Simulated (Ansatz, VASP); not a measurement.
Two plane-wave programs on H4O

Contents of INCAR:

```
SYSTEM = H4O
PREC     = Accurate       ! precision mode
ENCUT    = 520            ! plane-wave cutoff, eV
EDIFF    = 1E-7           ! SCF threshold, eV
ISMEAR   = -1             ! smearing method
SIGMA    = 0.1            ! smearing width, eV
LREAL    = .FALSE.        ! projectors in reciprocal space
LASPH    = .TRUE.         ! aspherical terms in the spheres
NELM     = 100            ! most SCF steps
ALGO     = Normal         ! electronic algorithm
ISIF     = 2              ! what is computed and relaxed
LWAVE    = .FALSE.        ! write WAVECAR
LCHARG   = .FALSE.        ! write CHGCAR
GGA      = PE             ! functional
NBANDS   = 13             ! bands
```

The input KPOINTS:

```
regular mesh
0
G
  8 8 8
  0 0 0
```

File POSCAR:

```
H4O
1.0
    0.0000000000      0.0000000000      2.7012280000
    2.2357540000     -2.5812900000      1.3506140000
    2.2357540000      2.5812900000     -1.3506140000
O H
1 4
Direct
    0.0000000000      0.0000000000      0.0000000000
    0.3455000000      0.8296000000      0.5206000000
    0.6545000000      0.1704000000      0.4794000000
    0.6545000000      0.5206000000      0.8296000000
    0.3455000000      0.4794000000      0.1704000000
```

Input for Ansatz:

```yaml
crystal:
  lattice:
    - [0.0, 0.0, 2.701228]
    - [2.235754, -2.58129, 1.350614]
    - [2.235754, 2.58129, -1.350614]
  atoms:
    - { symbol: O, position: [0.0, 0.0, 0.0] }
    - { symbol: H, position: [0.3455, 0.8296, 0.5206] }
    - { symbol: H, position: [0.6545, 0.1704, 0.4794] }
    - { symbol: H, position: [0.6545, 0.5206, 0.8296] }
    - { symbol: H, position: [0.3455, 0.4794, 0.1704] }
  symmetry: { tolerance: 0.0003 }
kpoints:
  mp_grid: { grid: [8, 8, 8], shift: [0, 0, 0] }
  band_path:
    path:
      - [0.0, 0.0, 0.0]
      - [0.0, 0.5, -0.5]
      - [0.36311404, 0.68155702, -0.68155702]
      - [0.63688596, 0.31844298, -0.31844298]
      - [0.0, 0.0, 0.0]
      - [0.0, -0.43754887, -0.43754887]
      - [0.0, 0.43754887, -0.56245113]
      - [0.0, 0.5, -0.5]
      - [0.0, 0.0, 0.0]
      - [0.5, 0.5, -0.5]
      - [0.5, 0.25, -0.75]
    npoints: 6
magnetization:
  spin_polarized: false
scf:
  occupations: { method: fermi_dirac }
  lower_state_search: "off"
  max_iter: 200
hamiltonian:
  pseudopotentials: { kind: paw }
  xc: pbe
basis:
  ecutwfc: 420
  fft_grid_basis: typed
output:
  forces: true
  stress: true
  eigenvalues: true
  bader: true
  populations: true
  elf: true
  write_potential: true
  volumetric_format: npy
  dos:
    e_range: [-12, 8]
    de: 0.05
    projected: { site_lists: { H: [H], O: [O] } }
checkpoint:
  read: saved_state
```

Alike in both runs: task single point; functional PBE; k mesh 8 × 8 × 8; no spin polarisation.

|  | VASP | Ansatz |
| --- | --- | --- |
| version | VASP 6.6.1 | Ansatz 0.2.0 |
| potentials or method | VASP PAW PBE potentials, release 64 (O, H), cutoff 520 eV | PAW plane waves |
| occupations | fermi-dirac, width 0.1 eV | fermi-dirac |
| valence electrons in the cell | 10 | 10 |

```tsv
	VASP	Ansatz	Ansatz less VASP
pressure (GPa)	-23.6	-23.3	+0.25
traceless stress, the component that is largest in VASP (GPa)	25.32	25.33	+0.013
rms of the force components (eV/Å)	0.543	0.542	-0.0014
```

Atom by atom the forces differ by 0.002 eV/Å (rms over components).
